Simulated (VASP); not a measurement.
# LuAl2Sb2: single point with PBEsol

LuAl2Sb2:

```xyz
5
Lattice="4.4248 0.0000 0.0000 -2.2124 3.8320 0.0000 0.0000 0.0000 7.0361" Properties=species:S:1:pos:R:3 pbc="T T T"
Al   -0.0002    2.5548    4.5137
Al    2.2126    1.2772    2.5225
Lu    0.0000    0.0000    0.0000
Sb   -0.0002    2.5548    1.7687
Sb    2.2126    1.2772    5.2675
```

| Quantity | Value |
| --- | --- |
| Program | VASP 6.6.1 |
| Task | single point |
| Functional | PBEsol |
| Potentials or basis | VASP PAW PBE potentials, release 64 (Al, Lu, Sb) |
| Cutoff | 520 eV |
| k mesh | 9 × 9 × 5 |
| Occupations | fermi-dirac, width 0.1 eV |
| Spin | no spin polarisation |

```yaml
Pressure: 4.0 GPa
Largest_force: 0.725 eV/Å
Band_gap_on_the_k_mesh: zero (an odd number of electrons rules out a gap without spin polarisation)
```

Forces on the atoms (eV/Å):
```
Al   0.003 -0.001  0.224
Al  -0.003  0.001 -0.224
Lu   0.000  0.000  0.000
Sb   0.003 -0.002 -0.725
Sb  -0.003  0.002  0.725
```

Stress tensor (GPa, compression positive):
```
5.16 0.01 0.00
0.01 5.17 0.00
0.00 0.00 1.75
```

Levels at points of the mesh, in eV from the Fermi level:
```tsv
k point	band 18	band 19	band 20	band 21	band 22	band 23
(0.00, 0.00, 0.00)	-1.78	-1.77	-1.08	0.10	0.18	0.18
```

Wall time 5 min on 1 thread of Intel(R) Xeon(R) Platinum 8259CL CPU @ 2.50GHz (Skylake/Cascade Lake) (shared host), peak memory 0.54 GiB.

Caveat: the cell stands under pressure; the PAW data sets were made with another functional, which shifts forces and pressure a little; spin-orbit coupling is left out, which moves the levels of the heavy elements.
